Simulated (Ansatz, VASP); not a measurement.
**Au: VASP beside Ansatz**

```
Au
1.0
     2.91621    0.00000    0.00000
    -1.45810    2.52551    0.00000
     0.00000    0.00000   24.52429
Au
5
Cartesian
  1.4581 0.8418 7.4856
  0.0000 1.6837 9.9016
  0.0000 0.0000 12.2621
  1.4581 0.8418 14.6227
  0.0000 1.6837 17.0387
```

Alike in both runs: functional r2SCAN; k mesh 12 × 12 × 1; occupations gaussian, width 0.1 eV; no spin polarisation.

Ansatz relaxed the structure, and its values are those at the end. VASP's run is a single point on that final structure, the one shown.

|  | VASP | Ansatz |
| --- | --- | --- |
| version | VASP 6.6.1 | Ansatz 0.2.0 |
| potentials or method | VASP PAW PBE potentials, release 64 (Au), cutoff 520 eV | scalar-relativistic, plane waves, PAW |
| valence electrons in the cell | 55 | 95 |

|  | VASP | Ansatz | Ansatz less VASP |
| --- | --- | --- | --- |
| gap on the k mesh at the Fermi level (eV) | none | none | - |
| rms of the force components (eV/Å) | 0.005 | 0.000 | -0.0046 |

VASP's potentials were made for PBE, not for r2SCAN. A gap of «none» marks a metal or a gap that the smearing closes. With one functional, cell and mesh, what is left measures potentials, basis and numerics. VASP's potentials hold 55 valence electrons a cell and Ansatz's 95, so a difference there can come from the potentials and not from the codes. Ansatz's warnings: xc potential rough in thin density.

Spin-orbit coupling is off throughout.
